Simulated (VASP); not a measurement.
The system is ZrBrF.

```
CELL_PARAMETERS angstrom
3.80769 0.00000 0.00000
0.00000 3.84429 0.00000
0.00000 0.00000 3.96276
ATOMIC_POSITIONS crystal
Zr 0.00000 0.00000 0.00000
Br 0.50000 0.50000 0.00000
F 0.50000 0.50000 0.50000
```

The cell was built from a structure type or drawn by symmetry, and may not be a known phase.

| Property | Result |
| --- | --- |
| Program | VASP 6.6.1 |
| Task | relaxation of cell and atoms |
| Functional | PBE |
| Potentials or basis | VASP PAW PBE potentials, release 64 (Zr_sv, Br, F_h) |
| Cutoff | 910 eV |
| k mesh | 4 × 4 × 4 |
| Occupations | gaussian, width 0.1 eV |
| Spin | no spin polarisation |

At the start: pressure 15.8 GPa; volume 19.34 Å³/atom.

Question: How do energy, volume and symmetry change on relaxing?

Answer: Over 8 steps the energy falls by 672.6 meV/atom and the volume is 22.36 Å³/atom (+15.7 %); space group P4/mmm (No. 123, to 0.1 Å) before and after.

Step by step:
| step | energy change (eV) | largest force (eV/Å) | pressure (GPa) | volume (Å³) |
| --- | --- | --- | --- | --- |
| 1 | 0.0000 | 0.0000 | 15.84 | 58.01 |
| 2 | -1.8233 | 0.0000 | -7.00 | 74.12 |
| 3 | -1.8364 | 0.0000 | -5.21 | 72.14 |
| 4 | -1.8389 | 0.0000 | -5.74 | 72.71 |
| 5 | -1.9387 | 0.0000 | 2.29 | 65.87 |
| 6 | -2.0085 | 0.0000 | -1.47 | 68.36 |
| 7 | -2.0166 | 0.0000 | 0.58 | 66.62 |
| 8 | -2.0179 | 0.0000 | 0.00 | 67.09 |

Final structure:
```yaml
crystal:
  lattice:
    - [3.65872, 0.00000, 0.00000]
    - [0.00000, 3.68661, 0.00000]
    - [0.00000, 0.00000, 4.97398]
  atoms:
    - { symbol: Zr, position: [0.00000, 0.00000, 0.00000] }
    - { symbol: Br, position: [0.50000, 0.50000, 0.00000] }
    - { symbol: F, position: [0.50000, 0.50000, 0.50000] }
```

Caveat: the k points lie up to 0.43 Å⁻¹ apart in the final cell, too coarse for converged energies and pressures of a metal; the cutoff is under 1.25 times the usual one of these potentials, so pressure, stress and relaxed cells hold a basis-set (Pulay) error; the volume moved by over 15 % at a fixed basis, so the end points are rough.
